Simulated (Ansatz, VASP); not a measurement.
**B5N: VASP beside Ansatz**

INCAR

```
PREC = Accurate ; ENCUT = 600
EDIFF = 1E-7 ; ISMEAR = 0
SIGMA = 0.1 ; LREAL = False
LASPH = True ; NELM = 100
ALGO = Normal ; ISIF = 3
LWAVE = False ; LCHARG = False
GGA = PE ; IBRION = 2
NSW = 100 ; EDIFFG = -0.01
```

File KPOINTS:

```
regular mesh
0
Gamma
  12 12 12
```

File POSCAR:

```
B5N
1.0
    0.0000000000      2.6849367470      2.6849367470
    2.6849367470      0.0000000000      2.6849367470
    2.6849367470      2.6849367470      0.0000000000
B N
5 1
Direct
    0.8744071751      0.3751976083      0.3751976083
    0.7500000000      0.7500000000      0.7500000000
    0.3751976083      0.3751976083      0.8744071751
    0.3751976083      0.8744071751      0.3751976083
    0.3751976083      0.3751976083      0.3751976083
    0.0000000000      0.0000000000      0.0000000000
```

Input for Ansatz:

```yaml
crystal:
  lattice:
    - [0.0, 2.684936747, 2.684936747]
    - [2.684936747, 0.0, 2.684936747]
    - [2.684936747, 2.684936747, 0.0]
  atoms:
    - { symbol: B, position: [0.8744071751, 0.3751976083, 0.3751976083] }
    - { symbol: B, position: [0.75, 0.75, 0.75] }
    - { symbol: B, position: [0.3751976083, 0.3751976083, 0.8744071751] }
    - { symbol: B, position: [0.3751976083, 0.8744071751, 0.3751976083] }
    - { symbol: B, position: [0.3751976083, 0.3751976083, 0.3751976083] }
    - { symbol: "N", position: [0.0, 0.0, 0.0] }
basis:
  ecutwfc: 420
kpoints:
  mp_grid: { grid: [12, 12, 12] }
hamiltonian:
  xc: pbe
scf:
  occupations: { method: gaussian, width: 0.1 }
output:
  forces: true
  stress: true
  eigenvalues: true
  write_density: true
  write_potential: true
  elf: true
  volumetric_format: npy
relax:
  adjacent_minimum: "off"
  f_tol: 0.01
  max_steps: 80
  cell: { stress_tol: 0.05 }
```

Change from the starting cell: species swapped into the Be5Au type (F-43m, No. 216).

Alike in both runs: task relaxation of cell and atoms; functional PBE; k mesh 12 × 12 × 12; occupations gaussian, width 0.1 eV; no spin polarisation.

|  | VASP | Ansatz |
| --- | --- | --- |
| version | VASP 6.6.1 | Ansatz 0.2.0 |
| potentials or method | VASP PAW PBE potentials, release 64 (B, N), cutoff 600 eV | scalar-relativistic, plane waves, PAW |
| valence electrons in the cell | 20 | 20 |

```tsv
	VASP	Ansatz	Ansatz less VASP
gap on the k mesh at the Fermi level, each at its own relaxed structure (eV)	none	none	-
relaxed volume (Å³/atom)	6.47	6.47	+0.005
relaxed cell length with the largest relative difference (Å)	3.800	3.801	+0.0009
```

A gap of «none» marks a metal or a gap that the smearing closes.

Noted on VASP's run: too few bands were computed for a metal, which touches its energy and stress.
